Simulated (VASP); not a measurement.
# MgO (Fm-3m) in VASP: a series of runs

Runs on MgO. Level: PBEsol. Tasks: single point, relaxation of cell and atoms.

Everything below comes from runs of VASP 6.6.1. Logs are shortened: lines on timing, memory, paths and dates and some standing lists are left out, and cuts for length are marked.

**The experiment to reproduce.**

“Electronic structure of alkaline earth and post-transition metal oxides”, 2009, arxiv:0908.1581 quotes, for a bulk crystal of MgO: band gap 7.83 eV.

How close the calculation comes is told below.

**1. The cell of the first run**

The structure is cubic, space group Fm-3m (No. 225). The conventional cell has a = 4.214 Å, b = 4.214 Å, c = 4.214 Å, α = 90.00°, β = 90.00°, γ = 90.00°. Within 2.8 Å of Mg (site symmetry m-3m) lie 6 O at 2.11 Å. O (site symmetry m-3m) has 6 Mg at 2.11 Å within 2.8 Å.

**2. Single point, PBEsol**

Input file INCAR:

```
SYSTEM = MgO
  PREC = Accurate
  ENCUT = 520
  EDIFF = 1E-7
  ISMEAR = 0
  SIGMA = 0.02
  LREAL = .FALSE.
  LASPH = .TRUE.
  NELM = 80
  ALGO = Normal
  ISIF = 2
  LWAVE = .FALSE.
  LCHARG = .TRUE.
  GGA = PS
  LELF = .TRUE.
  LVHAR = .TRUE.
  NBANDS = 11
```

Input file KPOINTS:

```
Automatic mesh
0
G
  10 10 10
  0 0 0
```

Input file POSCAR:

```
MgO
1.0
    0.0000000000      2.1071294686      2.1071294686
    2.1071294686      0.0000000000      2.1071294686
    2.1071294686      2.1071294686      0.0000000000
Mg O
1 1
Direct
    0.0000000000      0.0000000000      0.0000000000
    0.5000000000      0.5000000000      0.5000000000
```

Potentials or basis: VASP PAW PBE potentials, release 64 (Mg, O).

Launch:

```bash
$ cat potpaw_PBE.64/Mg/POTCAR potpaw_PBE.64/O/POTCAR > POTCAR
$ mpirun -np 1 vasp_std > vasp.out
```

OUTCAR:

```text
SYSTEM = MgO
   PREC = Accurate
   ENCUT = 520
   EDIFF = 1E-7
   ISMEAR = 0
   LREAL = .FALSE.
   LASPH = .TRUE.
   NELM = 80
   ISIF = 2
   GGA = PS

 ion  position               nearest neighbor table
   1  0.000  0.000  0.000-   2 2.11   2 2.11   2 2.11   2 2.11   2 2.11   2 2.11
   2  0.500  0.500  0.500-   1 2.11   1 2.11   1 2.11   1 2.11   1 2.11   1 2.11

  LATTYP: Found a face centered cubic cell.
 ALAT       =     4.2142589372

  Lattice vectors:

 A1 = (   0.0000000000,   2.1071294686,   2.1071294686)
 A2 = (   2.1071294686,   0.0000000000,   2.1071294686)
 A3 = (   2.1071294686,   2.1071294686,   0.0000000000)

Analysis of symmetry for initial positions (statically):
=====================================================================
 Subroutine PRICEL returns:
 Original cell was already a primitive cell.

 Routine SETGRP: Setting up the symmetry group for a
 face centered cubic supercell.

 Subroutine GETGRP returns: Found 48 space group operations
 (whereof 48 operations were pure point group operations)
 out of a pool of 48 trial point group operations.

The static configuration has the point symmetry O_h .

Analysis of symmetry for dynamics (positions and initial velocities):
=====================================================================
 Subroutine PRICEL returns:
 Original cell was already a primitive cell.

 Routine SETGRP: Setting up the symmetry group for a
 face centered cubic supercell.

 Subroutine GETGRP returns: Found 48 space group operations
 (whereof 48 operations were pure point group operations)
 out of a pool of 48 trial point group operations.

The dynamic configuration has the point symmetry O_h .

 Subroutine INISYM returns: Found 48 space group operations
 (whereof 48 operations are pure point group operations),
 and found     1 'primitive' translations

----------------------------------------------------------------------------------------

                                     Primitive cell

  volume of cell :      18.7113

  direct lattice vectors                    reciprocal lattice vectors
     0.000000000  2.107129469  2.107129469    -0.237289643  0.237289643  0.237289643
     2.107129469  0.000000000  2.107129469     0.237289643 -0.237289643  0.237289643
     2.107129469  2.107129469  0.000000000     0.237289643  0.237289643 -0.237289643

  length of vectors
     2.979931072  2.979931072  2.979931072     0.410997718  0.410997718  0.410997718

  position of ions in fractional coordinates (direct lattice)
     0.000000000  0.000000000  0.000000000
[... 88 lines left out ...]
   PSTRESS=    0.0 pullay stress
   NELECT =       8.0000    total number of electrons
   NUPDOWN=      -1.0000    fix difference up-down
   EMIN   =  10.00;   EMAX   =-10.00  energy-range for DOS
   EFERMI =   0.00;   METHOD = LEGACY
   ISMEAR =     0;   SIGMA  =   0.02  broadening in eV -4-tet -1-fermi 0-gaus
   EFERMI_NEDOS =   21; number of points for ismear=-14 and -15
   IALGO  =     38    algorithm
   IMIX   =      4    mixing-type and parameters
     AMIX     =   0.40;   BMIX     =  1.00
     AMIX_MAG =   1.60;   BMIX_MAG =  1.00
  volume/ion in A,a.u.               =       9.36        63.13
  Fermi-wavevector in a.u.,A,eV,Ry     =   1.233304  2.330607 20.695001  1.521040
  Thomas-Fermi vector in A             =   2.368040
   LORBIT       =      0    0 simple, 1 ext, 2 COOP (PROOUT), +10 PAW based schemes
   GGA     = PS    functional components
   LHFCALC =     F    Hartree Fock is set to
   AEXX    =    0.0000 exact exchange contribution
   IVDW    =     0    specifies the selected vdW correction
   LEPSILON=     F    determine dielectric tensor
   LRPA    =     F    only Hartree local field effects (RPA)
 non-spin polarized calculation
 Gauss-broadening in eV      SIGMA  =   0.02
  energy-cutoff  :      520.00
  volume of cell :       18.71
 maximum number of plane-waves:       531
 NGX is ok and might be reduce to    24
   NGX = 11   NGY = 11   NGZ = 11

 number of electron       8.0000005 magnetization

 Free energy of the ion-electron system (eV)
  ---------------------------------------------------
  ext. energy  EPLUGINS =         0.00000000
  ---------------------------------------------------
  free energy    TOTEN  =       -12.51246704 eV

  energy without entropy =      -12.51246704  energy(sigma->0) =      -12.51246704

 E-fermi :   3.1473     XC(G=0): -11.3028

 val. band max:        3.0554701712   @ k =   0.0000   0.0000   0.0000
 cond. band min:       7.6747461537   @ k =   0.0000   0.0000   0.0000
 fundamental gap:      4.6192759825
 Fermi energy:         3.1473190621

 k-point     1 :       0.0000    0.0000    0.0000
  band No.  band energies     occupation
      1     -14.1423      2.00000
      2       3.0555      2.00000
      3       3.0555      2.00000
      4       3.0555      2.00000
      5       7.6747      0.00000
      6      18.6788      0.00000
      7      18.6788      0.00000
      8      18.6788      0.00000
      9      22.5173      0.00000
     10      24.3990      0.00000
     11      24.3990      0.00000
[... 309 lines left out ...]
 k-point    24 :       0.4000    0.3000    0.0000
  band No.  band energies     occupation
      1     -12.8795      2.00000
      2      -0.5666      2.00000
      3       1.7346      2.00000
      4       1.9579      2.00000
      5      12.5073      0.00000
      6      13.0555      0.00000
      7      16.5185      0.00000
      8      21.0801      0.00000
      9      21.2842      0.00000
     10      27.7990      0.00000
     11      29.9172      0.00000

 [... further k-points ...]

------------------------ aborting loop because EDIFF is reached ----------------------------------------

  FORCE on cell =-STRESS in cart. coord.  units (eV):
  Direction    XX          YY          ZZ          XY          YZ          ZX
  --------------------------------------------------------------------------------------
  -------------------------------------------------------------------------------------
  Total       -0.0601044     -0.0601044     -0.0601044      0.0000000      0.0000000      0.0000000
  in kB       -5.1465150     -5.1465150     -5.1465150      0.0000000      0.0000000      0.0000000
  external PRESSURE =      -5.1465150 kB  Pullay stress =       0.0000000 kB

 VOLUME and BASIS-vectors are now :
 -----------------------------------------------------------------------------
  energy-cutoff  :      520.00
  volume of cell :       18.71
      direct lattice vectors                 reciprocal lattice vectors
     0.000000000  2.107129469  2.107129469    -0.237289643  0.237289643  0.237289643
     2.107129469  0.000000000  2.107129469     0.237289643 -0.237289643  0.237289643
     2.107129469  2.107129469  0.000000000     0.237289643  0.237289643 -0.237289643

 POSITION                                       TOTAL-FORCE (eV/Angst)
 -----------------------------------------------------------------------------------
      0.00000      0.00000      0.00000        -0.000000     -0.000000      0.000000
      2.10713      2.10713      2.10713         0.000000      0.000000     -0.000000
 -----------------------------------------------------------------------------------
    total drift:                               -0.000000     -0.000000      0.000000

  FREE ENERGIE OF THE ION-ELECTRON SYSTEM (eV)
  ---------------------------------------------------
  free  energy   TOTEN  =       -12.5124670403 eV

  energy  without entropy=      -12.5124670403  energy(sigma->0) =      -12.51246704
```

OSZICAR:

```text
N       E                     dE             d eps       ncg     rms          rms(c)
DAV:   1     0.155415541936E+02    0.15542E+02   -0.45960E+03  1146   0.645E+02
DAV:   2    -0.131997637909E+02   -0.28741E+02   -0.27904E+02  1174   0.137E+02
DAV:   3    -0.138962219293E+02   -0.69646E+00   -0.69599E+00  1273   0.188E+01
DAV:   4    -0.138977887701E+02   -0.15668E-02   -0.15668E-02  1112   0.104E+00
DAV:   5    -0.138977937629E+02   -0.49929E-05   -0.49929E-05  1202   0.571E-02    0.666E+00
DAV:   6    -0.125490258789E+02    0.13488E+01   -0.76355E+00  1076   0.150E+01    0.219E+00
DAV:   7    -0.125261402680E+02    0.22886E-01   -0.48873E-02  1130   0.203E+00    0.130E+00
DAV:   8    -0.125128438165E+02    0.13296E-01   -0.23702E-02  1082   0.175E+00    0.223E-01
DAV:   9    -0.125125503393E+02    0.29348E-03   -0.36687E-04  1172   0.135E-01    0.139E-01
DAV:  10    -0.125124650449E+02    0.85294E-04   -0.44824E-04  1148   0.157E-01    0.455E-03
DAV:  11    -0.125124666367E+02   -0.15918E-05   -0.41620E-06  1139   0.145E-02    0.346E-03
DAV:  12    -0.125124670108E+02   -0.37408E-06   -0.11086E-07   907   0.316E-03    0.735E-04
DAV:  13    -0.125124670403E+02   -0.29474E-07   -0.44904E-08   589   0.146E-03
   1 F= -.12512467E+02 E0= -.12512467E+02  d E =-.234433E-13
```

It took 8 s on 1 thread of AMD EPYC 7R13 (Zen 3), shared host; peak memory 0.11 GiB.

What came out:

| Item | Value |
| --- | --- |
| Free energy | -12.5125 eV |
| Pressure | -0.5 GPa |
| Band gap on the k mesh | 4.62 eV, direct |

Caveat: the PAW data sets were made with another functional, which shifts forces and pressure a little.

**3. Single point, PBEsol (volume scaled by 1.03)**

Input file INCAR:

```
SYSTEM = MgO
PREC = Accurate
ENCUT = 520
EDIFF = 1E-7
ISMEAR = 0
SIGMA = 0.02
LREAL = .FALSE.
LASPH = .TRUE.
NELM = 60
ALGO = Normal
ISIF = 2
LWAVE = .FALSE.
LCHARG = .FALSE.
GGA = PS
NBANDS = 11
```

KPOINTS is that of step 2.

Input file POSCAR:

```
MgO
1.0
    0.0000000000      2.1279934935      2.1279934935
    2.1279934935      0.0000000000      2.1279934935
    2.1279934935      2.1279934935      0.0000000000
Mg O
1 1
Direct
    0.0000000000      0.0000000000      0.0000000000
    0.5000000000      0.5000000000      0.5000000000
```

Potentials or basis: VASP PAW PBE potentials, release 64 (Mg, O).

Launch:

```bash
$ cat potpaw_PBE.64/Mg/POTCAR potpaw_PBE.64/O/POTCAR > POTCAR
$ mpirun -np 1 vasp_std > vasp.out
```

Wall time 7.6 s (1 thread of AMD EPYC 7R13 (Zen 3), shared host); peak memory 0.11 GiB.

Results (log left out):

```
Free energy            : -12.5034 eV
Pressure               : -4.9 GPa
Band gap on the k mesh : 4.34 eV, direct
```

Levels at points of the mesh, in eV from the valence-band top:
| k point | band 2 | band 3 | band 4 | band 5 | band 6 | band 7 |
| --- | --- | --- | --- | --- | --- | --- |
| (0.00, 0.00, 0.00) | 0.00 | 0.00 | 0.00 | 4.34 | 15.46 | 15.46 |
| (0.50, 0.00, 0.00) | -4.54 | -0.63 | -0.63 | 7.55 | 12.16 | 15.86 |
| (0.50, 0.50, 0.00) | -4.02 | -1.32 | -1.32 | 8.89 | 9.55 | 12.65 |

Caveat: the PAW data sets were made with another functional, which shifts forces and pressure a little.

(Part 1 of 2 ends here.)
